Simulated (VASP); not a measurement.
# BAs (F-43m) in VASP: notebook, part 2 of 2

VASP 6.6.1.

### 3 Single point, PBEsol

This run uses another cell than the first one, of 13.19 Å³/atom.

Contents of INCAR:

```
PREC     = Accurate       # precision mode
ENCUT    = 560            # plane-wave cutoff, eV
EDIFF    = 1E-6           # SCF threshold, eV
ISMEAR   = 0              # smearing method
SIGMA    = 0.01           # smearing width, eV
LREAL    = F              # projectors in reciprocal space
LASPH    = T              # aspherical terms in the spheres
NELM     = 120            # most SCF steps
ALGO     = Normal         # electronic algorithm
ISIF     = 2              # what is computed and relaxed
LWAVE    = F              # write WAVECAR
LCHARG   = F              # write CHGCAR
GGA      = PS             # functional
NBANDS   = 16             # bands
GGA_COMPAT= F
```

Contents of KPOINTS:

```
Automatic mesh
0
Gamma
  10 10 10
```

Contents of POSCAR:

```
BAs
1.0
    0.0000000000      2.3626953799      2.3626953799
    2.3626953799      0.0000000000      2.3626953799
    2.3626953799      2.3626953799      0.0000000000
B As
1 1
Direct
    0.0000000000      0.0000000000      0.0000000000
    0.7500000000      0.7500000000      0.7500000000
```

Potentials or basis: VASP PAW PBE potentials, release 64 (B, As_d).

On the command line:

```sh
cat potpaw_PBE.64/B/POTCAR potpaw_PBE.64/As_d/POTCAR > POTCAR
mpirun -np 1 vasp_std > vasp.out
```

OUTCAR:

```text
PREC = Accurate
   ENCUT = 560
   EDIFF = 1E-6
   ISMEAR = 0
   LREAL = F
   LASPH = T
   NELM = 120
   ISIF = 2
   GGA = PS

 ion  position               nearest neighbor table
   1  0.000  0.000  0.000-   2 2.05   2 2.05   2 2.05   2 2.05
   2  0.750  0.750  0.750-   1 2.05   1 2.05   1 2.05   1 2.05

  LATTYP: Found a face centered cubic cell.
 ALAT       =     4.7253907598

  Lattice vectors:

 A1 = (   0.0000000000,   2.3626953799,   2.3626953799)
 A2 = (   2.3626953799,   0.0000000000,   2.3626953799)
 A3 = (   2.3626953799,   2.3626953799,   0.0000000000)

Analysis of symmetry for initial positions (statically):
=====================================================================
 Subroutine PRICEL returns:
 Original cell was already a primitive cell.

 Routine SETGRP: Setting up the symmetry group for a
 face centered cubic supercell.

 Subroutine GETGRP returns: Found 24 space group operations
 (whereof 24 operations were pure point group operations)
 out of a pool of 48 trial point group operations.

The static configuration has the point symmetry T_d .

Analysis of symmetry for dynamics (positions and initial velocities):
=====================================================================
 Subroutine PRICEL returns:
 Original cell was already a primitive cell.

 Routine SETGRP: Setting up the symmetry group for a
 face centered cubic supercell.

 Subroutine GETGRP returns: Found 24 space group operations
 (whereof 24 operations were pure point group operations)
 out of a pool of 48 trial point group operations.

The dynamic configuration has the point symmetry T_d .

 Subroutine INISYM returns: Found 24 space group operations
 (whereof 24 operations are pure point group operations),
 and found     1 'primitive' translations

----------------------------------------------------------------------------------------

                                     Primitive cell

  volume of cell :      26.3787

  direct lattice vectors                    reciprocal lattice vectors
     0.000000000  2.362695380  2.362695380    -0.211622710  0.211622710  0.211622710
     2.362695380  0.000000000  2.362695380     0.211622710 -0.211622710  0.211622710
     2.362695380  2.362695380  0.000000000     0.211622710  0.211622710 -0.211622710

  length of vectors
     3.341355850  3.341355850  3.341355850     0.366541286  0.366541286  0.366541286

  position of ions in fractional coordinates (direct lattice)
     0.000000000  0.000000000  0.000000000
     0.750000000  0.750000000  0.750000000

  ion indices of the primitive-cell ions
   primitive index   ion index
                 1           1
                 2           2

----------------------------------------------------------------------------------------

 KPOINTS: Automatic mesh

Automatic generation of k-mesh.
 Grid dimensions read from file:
 generate k-points for:   10   10   10

 Generating k-lattice:

  Cartesian coordinates                     Fractional coordinates (reciprocal lattice)
    -0.021162271  0.021162271  0.021162271     0.100000000  0.000000000  0.000000000
     0.021162271 -0.021162271  0.021162271     0.000000000  0.100000000  0.000000000
     0.021162271  0.021162271 -0.021162271     0.000000000  0.000000000  0.100000000

  Length of vectors
     0.036654129  0.036654129  0.036654129

  Shift w.r.t. Gamma in fractional coordinates (k-lattice)
     0.000000000  0.000000000  0.000000000

 Subroutine IBZKPT returns following result:
 ===========================================

 Found     47 irreducible k-points:

 Following reciprocal coordinates:
            Coordinates               Weight
  0.000000  0.000000  0.000000      1.000000
  0.100000  0.000000  0.000000      8.000000
  0.200000  0.000000  0.000000      8.000000
  0.300000  0.000000  0.000000      8.000000
  0.400000  0.000000  0.000000      8.000000
  0.500000  0.000000  0.000000      4.000000
[... 16 lines left out ...]
  0.300000  0.300000  0.000000      6.000000
  0.400000  0.300000  0.000000     24.000000
 [... further k-points ...]
   k-points           NKPTS =     47   k-points in BZ     NKDIM =     47   number of bands    NBANDS=     16
   number of dos      NEDOS =    301   number of ions     NIONS =      2
   total plane-waves  NPLWV =  21952
   dimension x,y,z NGX =    28 NGY =   28 NGZ =   28
   dimension x,y,z NGXF=    56 NGYF=   56 NGZF=   56
   ions per type =               1   1
   NGX,Y,Z   is equivalent  to a cutoff of  13.93, 13.93, 13.93 a.u.
   NGXF,Y,Z  is equivalent  to a cutoff of  27.86, 27.86, 27.86 a.u.
 SYSTEM =  unknown system
   PREC   = accura    normal or accurate (medium, high low for compatibility)
   ISTART =      0    job   : 0-new  1-cont  2-samecut
   ICHARG =      2    charge: 1-file 2-atom 10-const
   ISPIN  =      1    spin polarized calculation?
   LNONCOLLINEAR =      F non collinear calculations
   LSORBIT =      F    spin-orbit coupling
   LASPH  =      T    aspherical Exc in radial PAW
   ENCUT  =  560.0 eV  41.16 Ry    6.42 a.u.   6.45  6.45  6.45*2*pi/ulx,y,z
   NELM   =    120;   NELMIN=  2; NELMDL= -5     # of ELM steps
   EDIFF  = 0.1E-05   stopping-criterion for ELM
   LREAL  =      F    real-space projection
[... 7 lines left out ...]
   TEBEG  =    0.0;   TEEND  =   0.0 temperature during run
   PSTRESS=    0.0 pullay stress
   NELECT =      18.0000    total number of electrons
   NUPDOWN=      -1.0000    fix difference up-down
   EMIN   =  10.00;   EMAX   =-10.00  energy-range for DOS
   EFERMI =   0.00;   METHOD = LEGACY
   ISMEAR =     0;   SIGMA  =   0.01  broadening in eV -4-tet -1-fermi 0-gaus
   EFERMI_NEDOS =   21; number of points for ismear=-14 and -15
   IALGO  =     38    algorithm
   IMIX   =      4    mixing-type and parameters
     AMIX     =   0.40;   BMIX     =  1.00
     AMIX_MAG =   1.60;   BMIX_MAG =  1.00
  volume/ion in A,a.u.               =      13.19        89.01
  Fermi-wavevector in a.u.,A,eV,Ry     =   1.441279  2.723622 28.263164  2.077284
  Thomas-Fermi vector in A             =   2.559929
   LORBIT       =      0    0 simple, 1 ext, 2 COOP (PROOUT), +10 PAW based schemes
   GGA     = PS    functional components
   LHFCALC =     F    Hartree Fock is set to
   AEXX    =    0.0000 exact exchange contribution
   IVDW    =     0    specifies the selected vdW correction
   LEPSILON=     F    determine dielectric tensor
   LRPA    =     F    only Hartree local field effects (RPA)
 non-spin polarized calculation
 Gauss-broadening in eV      SIGMA  =   0.01
  energy-cutoff  :      560.00
  volume of cell :       26.38
 maximum number of plane-waves:       821
 NGX is ok and might be reduce to    28
   NGX = 13   NGY = 13   NGZ = 13

 number of electron      18.0000002 magnetization

 Free energy of the ion-electron system (eV)
  ---------------------------------------------------
  ext. energy  EPLUGINS =         0.00000000
  ---------------------------------------------------
  free energy    TOTEN  =       -12.24338912 eV

  energy without entropy =      -12.24338912  energy(sigma->0) =      -12.24338912

 E-fermi :   5.2045     XC(G=0): -11.4817

 val. band max:        5.0345294601   @ k =   0.0000   0.0000   0.0000
 cond. band min:       6.0879366440   @ k =   0.4000   0.4000   0.0000
 fundamental gap:      1.0534071840
 Fermi energy:         5.2044527759

 k-point     1 :       0.0000    0.0000    0.0000
  band No.  band energies     occupation
      1     -30.7180      2.00000
      2     -30.7180      2.00000
      3     -30.7180      2.00000
      4     -30.6910      2.00000
      5     -30.6910      2.00000
      6     -10.7029      2.00000
[... 8 lines left out ...]
     15      18.3415      0.00000
     16      18.3415      0.00000

 k-point     2 :       0.1000    0.0000    0.0000
  band No.  band energies     occupation
      1     -30.7177      2.00000
      2     -30.7171      2.00000
      3     -30.7171      2.00000
      4     -30.6909      2.00000
      5     -30.6909      2.00000
      6     -10.5335      2.00000
[... 8 lines left out ...]
     15      17.0911      0.00000
     16      17.0911      0.00000
[... 387 lines left out ...]
      5     -30.6864      2.00000
      6      -8.7227      2.00000
[... 8 lines left out ...]
     15      20.3083      0.00000
     16      20.6057      0.00000

 k-point    24 :       0.4000    0.3000    0.0000
  band No.  band energies     occupation
      1     -30.7217      2.00000
      2     -30.7041      2.00000
      3     -30.7038      2.00000
      4     -30.6959      2.00000
      5     -30.6856      2.00000
      6      -7.9663      2.00000
[... 8 lines left out ...]
     15      21.1514      0.00000
     16      21.4016      0.00000

 [... further k-points ...]
[... 5 lines left out ...]
  --------------------------------------------------------------------------------------
  -------------------------------------------------------------------------------------
  Total        0.6260254      0.6260254      0.6260254      0.0000000      0.0000000      0.0000000
  in kB       38.0232586     38.0232586     38.0232586      0.0000000      0.0000000      0.0000000
  external PRESSURE =      38.0232586 kB  Pullay stress =       0.0000000 kB

 VOLUME and BASIS-vectors are now :
 -----------------------------------------------------------------------------
  energy-cutoff  :      560.00
  volume of cell :       26.38
      direct lattice vectors                 reciprocal lattice vectors
     0.000000000  2.362695380  2.362695380    -0.211622710  0.211622710  0.211622710
     2.362695380  0.000000000  2.362695380     0.211622710 -0.211622710  0.211622710
     2.362695380  2.362695380  0.000000000     0.211622710  0.211622710 -0.211622710

 POSITION                                       TOTAL-FORCE (eV/Angst)
 -----------------------------------------------------------------------------------
      0.00000      0.00000      0.00000         0.000000      0.000000      0.000000
      3.54404      3.54404      3.54404        -0.000000     -0.000000     -0.000000
 -----------------------------------------------------------------------------------
    total drift:                               -0.000001     -0.000001     -0.000001

  FREE ENERGIE OF THE ION-ELECTRON SYSTEM (eV)
  ---------------------------------------------------
  free  energy   TOTEN  =       -12.2433891158 eV

  energy  without entropy=      -12.2433891158  energy(sigma->0) =      -12.24338912
```

Run time: 25 s. Hardware: 1 thread of Intel Xeon Platinum 8259CL at 2.50GHz (Skylake/Cascade Lake), shared host; peak memory 0.16 GiB.

What came out:

```yaml
Free_energy: -12.2434 eV
Pressure: 3.8 GPa
Band_gap_on_the_k_mesh: 1.05 eV (least direct gap 3.29 eV)
```

Caveat: the cell stands under pressure; the PAW data sets were made with another functional, which shifts forces and pressure a little. A k mesh can miss the band edges.
